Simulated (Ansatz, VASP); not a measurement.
**One calculation of ZnO, two programs**

```xyz
2
Lattice="0.0081 2.1694 2.1694 2.1776 0.0000 2.1776 2.1694 2.1694 0.0081" Properties=species:S:1:pos:R:3 pbc="T T T"
Zn    0.0000    0.0000    0.0000
O     2.1776    2.1694    2.1776
```

Change from the starting cell: strain +0.0075 x Voigt [0, 0, 0, 0, 1, 0], atoms carried along.

Alike in both runs: task single point; functional LDA; k mesh 12 × 12 × 12; occupations gaussian, width 0.05 eV; no spin polarisation.

|  | VASP | Ansatz |
| --- | --- | --- |
| version | VASP 6.6.1 | Ansatz 0.2.0 |
| potentials or method | VASP PAW LDA potentials, release 64 (Zn, O), cutoff 520 eV | scalar-relativistic, plane waves, PAW |
| valence electrons in the cell | 18 | 18 |

```csv
,VASP,Ansatz,Ansatz less VASP
gap on the k mesh at the Fermi level (eV),0.68,0.68,-0.001
least direct gap on the mesh (eV),1.87,1.88,+0.007
pressure (GPa),-13.9,-15.0,-1.08
"traceless stress, the component that is largest in VASP (GPa)",-0.65,-0.66,-0.003
```

LDA's correlation is that of Perdew and Zunger in VASP and of Perdew and Wang (1992) in Ansatz.
